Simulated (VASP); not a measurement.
Write the native input for VASP 6.6.1 that does the following.

```
Task                   : relaxation of cell and atoms
Functional             : LDA
Potentials or basis    : VASP PAW LDA potentials, release 64 (Ir)
Cutoff                 : 600 eV
k mesh                 : 9 × 9 × 9
Occupations            : methfessel-paxton, width 0.1 eV
Spin                   : no spin polarisation
Dipole correction      : no
Further INCAR settings : ALGO = Normal; EDIFF = 1e-06; IBRION = 2; EDIFFG = -0.01; NSW = 80; ISIF = 3
```

The structure of Ir lies in POSCAR:

```
Ir
1.0
    2.4900000000      0.0000000000      0.0000000000
    0.0000000000      2.4900000000      0.0000000000
    0.0000000000      0.0000000000      2.4900000000
Ir
1
Direct
    0.0000000000      0.0000000000      0.0000000000
```

One way to write it, as run:

INCAR

```
ALGO = Normal
EDIFF = 1E-6
EDIFFG = -0.01
ENCUT = 600
GGA = CA
IBRION = 2
ISIF = 3
ISMEAR = 1
LASPH = True
LCHARG = False
LREAL = False
LWAVE = False
NELM = 60
NSW = 80
PREC = Accurate
SIGMA = 0.1
```

KPOINTS

```
k-points
0
Gamma
  9 9 9
```

Potentials or basis: VASP PAW LDA potentials, release 64 (Ir).

The run is started by

```sh
$ cat potpaw_LDA.64/Ir/POTCAR > POTCAR
$ mpirun -np 1 vasp_std > vasp.out
```

Results of the run:

* Relaxed volume: 16.26 Å³/atom
* Relaxed cell: a = 2.533 Å, b = 2.533 Å, c = 2.533 Å, α = 90.00°, β = 90.00°, γ = 90.00°
* Space group after relaxing (to 0.05 Å): Pm-3m (No. 221)
* Energy gained by relaxing: 40.4 meV/atom
* Ionic steps: 4
* Pressure after relaxing: -0.1 GPa

Wall time 7.2 s on 1 thread of Intel(R) Xeon(R) Platinum 8488C (Sapphire Rapids), on a shared host, peak memory 0.13 GiB.
